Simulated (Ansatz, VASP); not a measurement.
# Bi in VASP and in Ansatz

File INCAR:

```
PREC = Accurate
ENCUT = 520
EDIFF = 1E-7
ISMEAR = -1
SIGMA = 0.05
LREAL = False
LASPH = True
NELM = 60
ALGO = Normal
ISIF = 2
LWAVE = False
LCHARG = False
GGA = PE
NBANDS = 22
```

File KPOINTS:

```
regular mesh
0
Gamma
  14 14 8
```

Contents of POSCAR:

```
Bi
1.0
    2.7429657304      0.0000000000      0.0000000000
   -1.3714828652      2.3754780043      0.0000000000
    0.0000000000      0.0000000000      4.3789616768
Bi
2
Direct
    0.3333333333      0.6666666667      0.2500000000
    0.6666666667      0.3333333333      0.7500000000
```

Input for Ansatz:

```yaml
crystal:
  lattice:
    - [2.7429657304, 0.0, 0.0]
    - [-1.3714828652, 2.3754780043, 0.0]
    - [0.0, 0.0, 4.3789616768]
  atoms:
    - { symbol: Bi, position: [0.3333333333, 0.6666666667, 0.25] }
    - { symbol: Bi, position: [0.6666666667, 0.3333333333, 0.75] }
kpoints:
  mp_grid: { grid: [14, 14, 8] }
  band_path:
    path:
      - [0.0, 0.0, 0.0]
      - [0.5, 0.0, 0.0]
      - [0.3333333333, 0.3333333333, 0.0]
      - [0.0, 0.0, 0.0]
      - [0.0, 0.0, 0.5]
      - [0.5, 0.0, 0.5]
      - [0.3333333333, 0.3333333333, 0.5]
      - [0.0, 0.0, 0.5]
      - [0.5, 0.0, 0.5]
    npoints: 8
scf:
  occupations: { method: fermi_dirac, width: 0.05 }
hamiltonian:
  xc: pbe
  pseudopotentials: { kind: paw }
output:
  forces: true
  stress: true
  eigenvalues: true
  populations: true
  dos: { projected: true, de: 0.2, e_range: [-14, 8] }
  write_density: true
  write_potential: true
  elf: true
  volumetric_format: npy
```

Change from the starting cell: volume scaled by 0.45, PAW files.

Alike in both runs: task single point; functional PBE; k mesh 14 × 14 × 8; occupations fermi-dirac, width 0.05 eV; no spin polarisation.

|  | VASP | Ansatz |
| --- | --- | --- |
| version | VASP 6.6.1 | Ansatz 0.2.0 |
| potentials or method | VASP PAW PBE potentials, release 64 (Bi_d) | PAW with Ansatz's default frozen-core files, scalar-relativistic |
| plane-wave cutoff (eV) | 520 | 420 |
| valence electrons in the cell | 30 | 30 |

```csv
,VASP,Ansatz,Ansatz less VASP
pressure (GPa),269.7,269.8,+0.11
"traceless stress, the component that is largest in VASP (GPa)",-0.39,-0.35,+0.043
```

Both programs put the cell under a high pressure, so it lies far from rest at this level. With one functional, cell and mesh, what is left measures potentials, basis and numerics.

Neither program's run includes spin-orbit coupling. Noted on VASP's run: the cell as given lies far from equilibrium.
